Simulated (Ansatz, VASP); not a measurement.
**Two plane-wave programs on WS2**

```
W S
1.0
     3.12394    0.00000    0.00000
    -1.56197    2.70541    0.00000
     0.00000    0.00000   16.93754
W S
1 2
Direct
  0.33591 0.67182 0.00000
  0.65927 0.31855 0.90715
  0.65927 0.31855 0.09285
```

Change from the starting cell: mode 7 frozen in at -0.040 Å, equal normal strain along x, y and z +0.0000.

Alike in both runs: task single point; functional PBEsol; dispersion D3(BJ); k mesh 12 × 12 × 2; occupations gaussian, width 0.05 eV; no spin polarisation.

|  | VASP | Ansatz |
| --- | --- | --- |
| version | VASP 6.6.1 | Ansatz 0.2.0 |
| potentials or method | VASP PAW PBE potentials, release 64 (W_sv, S), cutoff 520 eV | scalar-relativistic, plane waves, PAW |
| valence electrons in the cell | 26 | 26 |

Ansatz gave:

```
gap on the k mesh at the Fermi level (eV) : 1.91
least direct gap on the mesh (eV)         : 2.03
rms of the force components (eV/Å)        : 0.503
```

**Question.** Which values does VASP return?

**Answer.** gap on the k mesh at the Fermi level (eV): 1.91; least direct gap on the mesh (eV): 2.04; rms of the force components (eV/Å): 0.503.

VASP's potentials were made for PBE, not for PBEsol, and Ansatz warns of the same on its side. Atom by atom the forces differ by 0.010 eV/Å (rms over components). Ansatz's warnings: xc potential rough in thin density.

Neither program's run includes spin-orbit coupling.
